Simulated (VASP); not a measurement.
# Cr (P6_3/mmc) in VASP: a series of runs

The runs below take Cr through single point, with LDA.

Program: VASP 6.6.1. These are calculated values, not measurements. Logs are shortened: lines on timing, memory, paths and dates and some standing lists are left out, and cuts for length are marked.

## (1) The cell of the first run

It takes space group P6_3/mmc (No. 194, hexagonal). Conventional cell: a = 2.714 Å, b = 2.714 Å, c = 4.410 Å, α = 90.00°, β = 90.00°, γ = 120.00°. Cr (site symmetry -6m2) has 12 Cr at 2.71 Å within 3.6 Å.

This isn't the form of Cr at room conditions, which is bcc.

## (2) Single point, LDA

Contents of INCAR:

```
PREC = Accurate ; ENCUT = 700
EDIFF = 1E-6 ; ISMEAR = -1
SIGMA = 0.03 ; LREAL = F
LASPH = T ; NELM = 120
ALGO = Normal ; ISIF = 2
LWAVE = F ; LCHARG = F
GGA = CA ; NBANDS = 21
GGA_COMPAT = F
```

Contents of KPOINTS:

```
Automatic mesh
0
Gamma
  12 12 7
```

Contents of POSCAR:

```
Cr
1.0
    2.7140000000      0.0000000000      0.0000000000
   -1.3570000000      2.3503929459      0.0000000000
    0.0000000000      0.0000000000      4.4100000000
Cr
2
Direct
    0.3333333333      0.6666666667      0.2500000000
    0.6666666667      0.3333333333      0.7500000000
```

Potentials or basis: VASP PAW LDA potentials, release 64 (Cr_sv).

Run with:

```bash
cat potpaw_LDA.64/Cr_sv/POTCAR > POTCAR
mpirun -np 1 vasp_std > vasp.out
```

OUTCAR:

```text
PREC = Accurate
   ENCUT = 700
   EDIFF = 1E-6
   ISMEAR = -1
   LREAL = F
   LASPH = T
   NELM = 120
   ISIF = 2
   GGA = CA

 ion  position               nearest neighbor table
   1  0.333  0.667  0.250-   2 2.71   2 2.71   2 2.71   2 2.71   2 2.71   2 2.71
   2  0.667  0.333  0.750-   1 2.71   1 2.71   1 2.71   1 2.71   1 2.71   1 2.71

  LATTYP: Found a hexagonal cell.
 ALAT       =     2.7140000000
 C/A-ratio  =     1.6249078850

  Lattice vectors:

 A1 = (   2.7140000000,   0.0000000000,   0.0000000000)
 A2 = (  -1.3570000000,   2.3503929459,   0.0000000000)
 A3 = (   0.0000000000,   0.0000000000,   4.4100000000)

Analysis of symmetry for initial positions (statically):
=====================================================================
 Subroutine PRICEL returns:
 Original cell was already a primitive cell.

 Routine SETGRP: Setting up the symmetry group for a
 hexagonal supercell.

 Subroutine GETGRP returns: Found 24 space group operations
 (whereof 12 operations were pure point group operations)
 out of a pool of 24 trial point group operations.

The static configuration has the point symmetry D_3d.
 The point group associated with its full space group is D_6h.

Analysis of symmetry for dynamics (positions and initial velocities):
=====================================================================
 Subroutine PRICEL returns:
 Original cell was already a primitive cell.

 Routine SETGRP: Setting up the symmetry group for a
 hexagonal supercell.

 Subroutine GETGRP returns: Found 24 space group operations
 (whereof 12 operations were pure point group operations)
 out of a pool of 24 trial point group operations.

The dynamic configuration has the point symmetry D_3d.
 The point group associated with its full space group is D_6h.

 Subroutine INISYM returns: Found 24 space group operations
 (whereof 12 operations are pure point group operations),
 and found     1 'primitive' translations

----------------------------------------------------------------------------------------

                                     Primitive cell

  volume of cell :      28.1312

  direct lattice vectors                    reciprocal lattice vectors
     2.714000000  0.000000000  0.000000000     0.368459838  0.212730387  0.000000000
    -1.357000000  2.350392946  0.000000000     0.000000000  0.425460773  0.000000000
     0.000000000  0.000000000  4.410000000     0.000000000  0.000000000  0.226757370

  length of vectors
[... 72 lines left out ...]
 SYSTEM =  unknown system
   PREC   = accura    normal or accurate (medium, high low for compatibility)
   ISTART =      0    job   : 0-new  1-cont  2-samecut
   ICHARG =      2    charge: 1-file 2-atom 10-const
   ISPIN  =      1    spin polarized calculation?
   LNONCOLLINEAR =      F non collinear calculations
   LSORBIT =      F    spin-orbit coupling
   LASPH  =      T    aspherical Exc in radial PAW
   ENCUT  =  700.0 eV  51.45 Ry    7.17 a.u.   5.85  5.85  9.51*2*pi/ulx,y,z
   NELM   =    120;   NELMIN=  2; NELMDL= -5     # of ELM steps
   EDIFF  = 0.1E-05   stopping-criterion for ELM
   LREAL  =      F    real-space projection
   EDIFFG = 0.1E-04   stopping-criterion for IOM
   NSW    =      0    number of steps for IOM
   IBRION =     -1    ionic relax: 0-MD 1-quasi-New 2-CG
   NFREE  =      0    steps in history (QN), initial steepest desc. (CG)
   ISIF   =      2    stress and relaxation
   ISYM   =      2    0-nonsym 1-usesym 2-fastsym
   POTIM  = 0.5000    time-step for ionic-motion
   TEBEG  =    0.0;   TEEND  =   0.0 temperature during run
   PSTRESS=    0.0 pullay stress
   NELECT =      28.0000    total number of electrons
   NUPDOWN=      -1.0000    fix difference up-down
   EMIN   =  10.00;   EMAX   =-10.00  energy-range for DOS
   EFERMI =   0.00;   METHOD = LEGACY
   ISMEAR =    -1;   SIGMA  =   0.03  broadening in eV -4-tet -1-fermi 0-gaus
   EFERMI_NEDOS =   21; number of points for ismear=-14 and -15
   IALGO  =     38    algorithm
   IMIX   =      4    mixing-type and parameters
     AMIX     =   0.40;   BMIX     =  1.00
     AMIX_MAG =   1.60;   BMIX_MAG =  1.00
  volume/ion in A,a.u.               =      14.07        94.92
  Fermi-wavevector in a.u.,A,eV,Ry     =   1.634549  3.088849 36.351359  2.671750
  Thomas-Fermi vector in A             =   2.726169
   LORBIT       =      0    0 simple, 1 ext, 2 COOP (PROOUT), +10 PAW based schemes
   GGA     = CA    functional components
   LHFCALC =     F    Hartree Fock is set to
   AEXX    =    0.0000 exact exchange contribution
   IVDW    =     0    specifies the selected vdW correction
   LEPSILON=     F    determine dielectric tensor
   LRPA    =     F    only Hartree local field effects (RPA)
 non-spin polarized calculation
  energy-cutoff  :      700.00
  volume of cell :       28.13
 maximum number of plane-waves:      1200
 NGX is ok and might be reduce to    24
   NGX = 11   NGY = 11   NGZ = 19

 number of electron      27.9999988 magnetization

 Free energy of the ion-electron system (eV)
  ---------------------------------------------------
  ext. energy  EPLUGINS =         0.00000000
  ---------------------------------------------------
  free energy    TOTEN  =       -19.54884092 eV

  energy without entropy =      -19.53060986  energy(sigma->0) =      -19.53972539

 E-fermi :  10.3893     XC(G=0): -12.9270

 val. band max:       10.3846598264   @ k =   0.0833   0.0833   0.1429
 cond. band min:      10.3930977286   @ k =   0.0833   0.0833   0.4286
 fundamental gap:      0.0084379023
 Fermi energy:        10.3893288801

 k-point     1 :       0.0000    0.0000    0.0000
  band No.  band energies     occupation
      1     -60.3106      2.00000
      2     -60.2164      2.00000
      3     -32.2685      2.00000
      4     -31.8643      2.00000
      5     -31.8643      2.00000
      6     -31.7951      2.00000
[... 565 lines left out ...]
     20      15.8772      0.00000
     21      19.6141      0.00000

 [... further k-points ...]
[... 5 lines left out ...]
  --------------------------------------------------------------------------------------
  -------------------------------------------------------------------------------------
  Total       -7.4118712     -7.4118712     -5.9512674      0.0000000      0.0000000      0.0000000
  in kB     -422.1332260   -422.1332260   -338.9464889      0.0000000      0.0000000      0.0000000
  external PRESSURE =    -394.4043136 kB  Pullay stress =       0.0000000 kB

 VOLUME and BASIS-vectors are now :
 -----------------------------------------------------------------------------
  energy-cutoff  :      700.00
  volume of cell :       28.13
      direct lattice vectors                 reciprocal lattice vectors
     2.714000000  0.000000000  0.000000000     0.368459838  0.212730387  0.000000000
    -1.357000000  2.350392946  0.000000000     0.000000000  0.425460773  0.000000000
     0.000000000  0.000000000  4.410000000     0.000000000  0.000000000  0.226757370

 POSITION                                       TOTAL-FORCE (eV/Angst)
 -----------------------------------------------------------------------------------
     -0.00000      1.56693      1.10250        -0.000000     -0.000000      0.000000
      1.35700      0.78346      3.30750         0.000000      0.000000      0.000000
 -----------------------------------------------------------------------------------
    total drift:                               -0.000000      0.000000     -0.000000

  FREE ENERGIE OF THE ION-ELECTRON SYSTEM (eV)
  ---------------------------------------------------
  free  energy   TOTEN  =       -19.5488409206 eV

  energy  without entropy=      -19.5306098625  energy(sigma->0) =      -19.53972539
```

OSZICAR:

```text
N       E                     dE             d eps       ncg     rms          rms(c)
DAV:   1     0.628705740268E+03    0.62871E+03   -0.18163E+04  3488   0.538E+03
DAV:   2     0.344726359958E+02   -0.59423E+03   -0.57938E+03  3795   0.977E+02
DAV:   3    -0.163229593424E+02   -0.50796E+02   -0.49019E+02  4512   0.323E+02
DAV:   4    -0.218880283937E+02   -0.55651E+01   -0.54905E+01  5845   0.765E+01
DAV:   5    -0.230529416530E+02   -0.11649E+01   -0.11636E+01  5031   0.263E+01    0.156E+01
DAV:   6    -0.197499257679E+02    0.33030E+01   -0.27336E+01  5034   0.976E+01    0.553E+00
DAV:   7    -0.195530350716E+02    0.19689E+00   -0.22855E+00  6235   0.296E+01    0.267E+00
DAV:   8    -0.195499199396E+02    0.31151E-02   -0.47381E-02  5545   0.219E+00    0.191E+00
DAV:   9    -0.195490936164E+02    0.82632E-03   -0.37035E-02  6345   0.367E+00    0.144E-01
DAV:  10    -0.195488573430E+02    0.23627E-03   -0.14717E-03  5392   0.424E-01    0.435E-02
DAV:  11    -0.195488390018E+02    0.18341E-04   -0.13285E-04  5415   0.239E-01    0.172E-02
DAV:  12    -0.195488409654E+02   -0.19636E-05   -0.94067E-06  3665   0.300E-02    0.660E-03
DAV:  13    -0.195488409206E+02    0.44782E-07   -0.15359E-06  2775   0.150E-02
   1 F= -.19548841E+02 E0= -.19539725E+02  d E =-.182311E-01
```

Run time: 29 s. Hardware: 1 thread of Intel Xeon Platinum 8488C (Sapphire Rapids), shared host; peak memory 0.17 GiB.

What came out:

```
Free energy            : -19.5488 eV
Pressure               : -39.4 GPa
Band gap on the k mesh : zero (bands 14 and 15 overlap by 0.90 eV)
```

Levels at points of the mesh, in eV from the Fermi level:
```csv
k point,band 11,band 12,band 13,band 14,band 15,band 16,band 17,band 18
"(0.00, 0.00, 0.00)",-0.31,-0.30,-0.30,0.07,0.07,0.53,0.53,0.62
"(0.50, 0.00, 0.00)",-2.54,-0.90,-0.45,-0.35,0.09,1.96,2.07,2.14
```

Caveat: the stress differs along the axes, from -42 to -34 GPa; the run has no spin polarisation, though such a crystal can be magnetic. Spin polarisation is off, so any magnetic state and its effect on volume and gap are missing.

## (3) Single point, LDA (14.77 Å³/atom)

This run uses another cell than the first one, of 14.77 Å³/atom.

Contents of INCAR:

```
SYSTEM = Cr
  PREC = Accurate
  ENCUT = 700
  EDIFF = 1E-6
  ISMEAR = -1
  SIGMA = 0.03
  LREAL = .FALSE.
  LASPH = .TRUE.
  NELM = 120
  ALGO = Normal
  ISIF = 2
  LWAVE = .FALSE.
  LCHARG = .FALSE.
  GGA = CA
  NBANDS = 21
  GGA_COMPAT = .FALSE.
```

Contents of KPOINTS:

```
Automatic mesh
0
G
  12 12 7
  0 0 0
```

Contents of POSCAR:

```
Cr
1.0
    2.7584997124      0.0000000000      0.0000000000
   -1.3792498562      2.3889308273      0.0000000000
    0.0000000000      0.0000000000      4.4823079335
Cr
2
Direct
    0.3333333333      0.6666666667      0.2500000000
    0.6666666667      0.3333333333      0.7500000000
```

Potentials or basis: VASP PAW LDA potentials, release 64 (Cr_sv).

Run with:

```bash
cat potpaw_LDA.64/Cr_sv/POTCAR > POTCAR
mpirun -np 1 vasp_std > vasp.out
```

Wall time 32 s (1 thread of Intel Xeon Platinum 8488C (Sapphire Rapids), shared host); peak memory 0.17 GiB.

Results (log left out):

```yaml
Free_energy: -19.1890 eV
Pressure: -42.8 GPa
Band_gap_on_the_k_mesh: zero (bands 14 and 15 overlap by 0.83 eV)
```

Stress tensor (GPa, compression positive):
```
-45.36   0.00   0.00
  0.00 -45.36   0.00
  0.00   0.00 -37.81
```

Levels at points of the mesh, in eV from the Fermi level:
```
           k point  band 10  band 11  band 12  band 13  band 14  band 15  band 16  band 17  band 18  band 19
(0.00, 0.00, 0.00)    -3.15    -0.29    -0.28    -0.28     0.07     0.07     0.50     0.50     0.58     1.68
(0.50, 0.00, 0.00)    -2.66    -2.37    -0.88    -0.41    -0.33     0.08     1.83     1.93     1.99     3.08
```

Caveat: the stress differs along the axes, from -45 to -38 GPa; the run has no spin polarisation, though such a crystal can be magnetic.

## (4) Single point, LDA (12.66 Å³/atom)

This run uses another cell than the first one, of 12.66 Å³/atom.

Contents of INCAR:

```
PREC = Accurate
ENCUT = 700
EDIFF = 1E-6
ISMEAR = -1
SIGMA = 0.03
LREAL = False
LASPH = True
NELM = 120
ALGO = Normal
ISIF = 2
LWAVE = False
LCHARG = True
LELF = True
LVHAR = True
NBANDS = 21
GGA_COMPAT = False
```

Contents of KPOINTS:

```
regular mesh
0
Gamma
  12 12 7
```

Contents of POSCAR:

```
Cr
1.0
    2.6203381898      0.0000000000      0.0000000000
   -1.3101690949      2.2692794389      0.0000000000
    0.0000000000      0.0000000000      4.2578081861
Cr
2
Direct
    0.3333333333      0.6666666667      0.2500000000
    0.6666666667      0.3333333333      0.7500000000
```

Potentials or basis: VASP PAW LDA potentials, release 64 (Cr_sv).

Run with:

```bash
cat potpaw_LDA.64/Cr_sv/POTCAR > POTCAR
mpirun -np 1 vasp_std > vasp.out
```

OUTCAR:

```text
PREC = Accurate
   ENCUT = 700
   EDIFF = 1E-6
   ISMEAR = -1
   LREAL = False
   LASPH = True
   NELM = 120
   ISIF = 2

 ion  position               nearest neighbor table
   1  0.333  0.667  0.250-   2 2.61   2 2.61   2 2.61   2 2.61   2 2.61   2 2.61
   2  0.667  0.333  0.750-   1 2.61   1 2.61   1 2.61   1 2.61   1 2.61   1 2.61

  LATTYP: Found a hexagonal cell.
 ALAT       =     2.6203381898
 C/A-ratio  =     1.6249078850

  Lattice vectors:

 A1 = (   2.6203381898,   0.0000000000,   0.0000000000)
 A2 = (  -1.3101690949,   2.2692794389,   0.0000000000)
 A3 = (   0.0000000000,   0.0000000000,   4.2578081861)

Analysis of symmetry for initial positions (statically):
=====================================================================
 Subroutine PRICEL returns:
 Original cell was already a primitive cell.

 Routine SETGRP: Setting up the symmetry group for a
 hexagonal supercell.

 Subroutine GETGRP returns: Found 24 space group operations
 (whereof 12 operations were pure point group operations)
 out of a pool of 24 trial point group operations.

The static configuration has the point symmetry D_3d.
 The point group associated with its full space group is D_6h.

Analysis of symmetry for dynamics (positions and initial velocities):
=====================================================================
 Subroutine PRICEL returns:
 Original cell was already a primitive cell.

 Routine SETGRP: Setting up the symmetry group for a
 hexagonal supercell.

 Subroutine GETGRP returns: Found 24 space group operations
 (whereof 12 operations were pure point group operations)
 out of a pool of 24 trial point group operations.

The dynamic configuration has the point symmetry D_3d.
 The point group associated with its full space group is D_6h.

 Subroutine INISYM returns: Found 24 space group operations
 (whereof 12 operations are pure point group operations),
[... 110 lines left out ...]
   EFERMI =   0.00;   METHOD = LEGACY
   ISMEAR =    -1;   SIGMA  =   0.03  broadening in eV -4-tet -1-fermi 0-gaus
   EFERMI_NEDOS =   21; number of points for ismear=-14 and -15
   IALGO  =     38    algorithm
   IMIX   =      4    mixing-type and parameters
     AMIX     =   0.40;   BMIX     =  1.00
     AMIX_MAG =   1.60;   BMIX_MAG =  1.00
  volume/ion in A,a.u.               =      12.66        85.43
  Fermi-wavevector in a.u.,A,eV,Ry     =   1.692974  3.199258 38.996502  2.866162
  Thomas-Fermi vector in A             =   2.774464
   LORBIT       =      0    0 simple, 1 ext, 2 COOP (PROOUT), +10 PAW based schemes
   GGA     = CA    functional components
   LHFCALC =     F    Hartree Fock is set to
   AEXX    =    0.0000 exact exchange contribution
   IVDW    =     0    specifies the selected vdW correction
   LEPSILON=     F    determine dielectric tensor
   LRPA    =     F    only Hartree local field effects (RPA)
 non-spin polarized calculation
  energy-cutoff  :      700.00
  volume of cell :       25.32
 maximum number of plane-waves:      1093
 NGX is ok and might be reduce to    24
   NGX = 11   NGY = 11   NGZ = 19

 number of electron      28.0000002 magnetization

 Free energy of the ion-electron system (eV)
  ---------------------------------------------------
  ext. energy  EPLUGINS =         0.00000000
  ---------------------------------------------------
  free energy    TOTEN  =       -20.14171567 eV

  energy without entropy =      -20.12619701  energy(sigma->0) =      -20.13395634

 E-fermi :  11.9466     XC(G=0): -13.5175

 val. band max:       11.9460120643   @ k =   0.0000   0.0000   0.1429
 cond. band min:      11.9490072431   @ k =   0.2500   0.1667   0.2857
 fundamental gap:      0.0029951789
 Fermi energy:        11.9465504200

 k-point     1 :       0.0000    0.0000    0.0000
  band No.  band energies     occupation
      1     -58.7260      2.00000
      2     -58.5801      2.00000
      3     -30.7807      2.00000
      4     -30.1888      2.00000
      5     -30.1888      2.00000
      6     -30.0930      2.00000
[... 565 lines left out ...]
     20      18.1496      0.00000
     21      22.1534      0.00000

 [... further k-points ...]

------------------------ aborting loop because EDIFF is reached ----------------------------------------

  FORCE on cell =-STRESS in cart. coord.  units (eV):
  Direction    XX          YY          ZZ          XY          YZ          ZX
  --------------------------------------------------------------------------------------
  -------------------------------------------------------------------------------------
  Total       -4.8209683     -4.8209683     -3.2839296      0.0000000      0.0000000      0.0000000
  in kB     -305.0797890   -305.0797890   -207.8131389      0.0000000      0.0000000      0.0000000
  external PRESSURE =    -272.6575723 kB  Pullay stress =       0.0000000 kB

 VOLUME and BASIS-vectors are now :
 -----------------------------------------------------------------------------
  energy-cutoff  :      700.00
  volume of cell :       25.32
      direct lattice vectors                 reciprocal lattice vectors
     2.620338190  0.000000000  0.000000000     0.381630128  0.220334257  0.000000000
    -1.310169095  2.269279439  0.000000000     0.000000000  0.440668515  0.000000000
     0.000000000  0.000000000  4.257808186     0.000000000  0.000000000  0.234862623

 POSITION                                       TOTAL-FORCE (eV/Angst)
 -----------------------------------------------------------------------------------
     -0.00000      1.51285      1.06445        -0.000000      0.000000      0.000000
      1.31017      0.75643      3.19336         0.000000      0.000000      0.000000
 -----------------------------------------------------------------------------------
    total drift:                                0.000000     -0.000000      0.000000

  FREE ENERGIE OF THE ION-ELECTRON SYSTEM (eV)
  ---------------------------------------------------
  free  energy   TOTEN  =       -20.1417156741 eV

  energy  without entropy=      -20.1261970113  energy(sigma->0) =      -20.13395634
```

It took 55 s on 1 thread of Intel Xeon 6975P-C (Granite Rapids), shared host; peak memory 0.17 GiB.

Results:

```
Free energy            : -20.1417 eV
Pressure               : -27.3 GPa
Band gap on the k mesh : zero (bands 14 and 15 overlap by 1.07 eV)
```

Caveat: the stress differs along the axes, from -31 to -21 GPa; the run has no spin polarisation, though such a crystal can be magnetic.

## (5) Summary

| cell | gap on the mesh (eV) | pressure (GPa) |
| --- | --- | --- |
| a = 2.714, b = 2.714, c = 4.410 Å, angles 90.0, 90.0, 120.0°, 2 atoms | none | -39.4 |
| a = 2.758, b = 2.758, c = 4.482 Å, angles 90.0, 90.0, 120.0°, 2 atoms | none | -42.8 |
| a = 2.620, b = 2.620, c = 4.258 Å, angles 90.0, 90.0, 120.0°, 2 atoms | none | -27.3 |

Alike in all rows: task single point; level LDA; potentials or basis VASP PAW LDA potentials, release 64 (Cr_sv); no spin polarisation; k mesh 12 × 12 × 7; cutoff (eV) 700; smearing fermi-dirac 0.03 eV.

Caveats: the run has no spin polarisation, though such a crystal can be magnetic; the stress differs along the axes, from -42 to -34 GPa (at least some runs); the stress differs along the axes, from -45 to -38 GPa (at least some runs); the stress differs along the axes, from -31 to -21 GPa (at least some runs).

Absolute energies hang on the potentials; compare differences alone.
